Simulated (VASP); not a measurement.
Runs of VASP 6.6.1 on MgS. The structure is that of space group Fm-3m (No. 225), or close to it. The cells are those of the table. 

```tsv
task	level	cell	k mesh	cutoff (eV)	smearing	grid for exact exchange (PRECFOCK)	share of exact exchange	screening parameter	gap on the mesh (eV)	pressure (GPa)
single point	HSE06	a = 3.679 Å, angles 60.0°, 2 atoms	6 × 6 × 6	520	gaussian 0.01 eV	Normal	0.25	0.2079 1/Å	(a)	-0.7
single point	r2SCAN	a = 3.679 Å, angles 60.0°, 2 atoms	8 × 8 × 8	520	fermi-dirac 0.02 eV	-	-	-	3.43	-0.5
relaxation of cell and atoms	r2SCAN	relaxed from a = 3.698 Å, angles 60.0°, 2 atoms	8 × 8 × 8	600	fermi-dirac 0.02 eV	-	-	-	3.44	0.0
single point	PBE	a = 3.679 Å, angles 60.0°, 2 atoms	6 × 6 × 6	520	gaussian 0.01 eV	-	-	-	2.77	0.9
single point	PBE0	a = 3.679 Å, angles 60.0°, 2 atoms	6 × 6 × 6	520	gaussian 0.01 eV	Normal	0.25	-	(b)	-0.7
single point	r2SCAN	a = 3.679 Å, angles 60.0°, 2 atoms	8 × 8 × 8	520	gaussian 0.01 eV	-	-	-	3.43	-0.5
single point	PBE	a = 3.679 Å, angles 60.0°, 2 atoms	8 × 8 × 8	520	fermi-dirac 0.02 eV	-	-	-	2.78	0.9
dielectric tensor	r2SCAN	a = 3.679 Å, angles 60.0°, 2 atoms	8 × 8 × 8	520	gaussian 0.01 eV	-	-	-	3.43	-
```

Alike in all rows: potentials or basis VASP PAW PBE potentials, release 64 (Mg, S); no spin polarisation.

Task: Fill in the values left out.

Result: (a) 3.75; (b) 4.49.

Caveats: the PAW data sets were made with another functional, which shifts forces and pressure a little (at least some runs).

A k mesh can miss the band edges.
